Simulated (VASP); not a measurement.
Runs of VASP 6.6.1 on Cu. The structure is that of space group Cmcm (No. 63), or close to it. The cells are those of the table. 

```csv
cell,further INCAR settings,gap on the mesh (eV),pressure (GPa),largest force (eV/Å)
"a = 4.237, b = 4.237, c = 2.514 Å, angles 90.0, 90.0, 144.1°, 2 atoms",ALGO = Fast; EDIFF = 1e-06; NBANDS = 18,none,-4.4,0.18
"a = 4.643, b = 4.643, c = 2.514 Å, angles 90.0, 90.0, 149.1°, 2 atoms",ALGO = Fast; EDIFF = 1e-07; NBANDS = 18,none,-9.0,0.02
"a = 4.449, b = 4.449, c = 2.514 Å, angles 90.0, 90.0, 145.8°, 2 atoms",ALGO = Fast; EDIFF = 1e-07; NBANDS = 18,none,-9.3,0.11
"a = 4.259, b = 4.259, c = 2.514 Å, angles 90.0, 90.0, 142.3°, 2 atoms",ALGO = Fast; EDIFF = 1e-07; NBANDS = 18,none,(a),0.33
```

Alike in all rows: task single point; level PBE; potentials or basis VASP PAW PBE potentials, release 64 (Cu); no spin polarisation; k mesh 18 × 18 × 18; cutoff (eV) 520; smearing gaussian 0.15 eV.

Problem. Estimate the missing entries.

Solution. (a) -7.5.

Caveats: the stress differs along the axes, from -10 to -1 GPa (at least some runs); the stress differs along the axes, from -16 to -4 GPa (at least some runs); the stress differs along the axes, from -12 to -5 GPa (at least some runs); the stress differs along the axes, from -15 to -3 GPa (at least some runs).

A gap of «none» marks levels without a gap at the run's occupations.
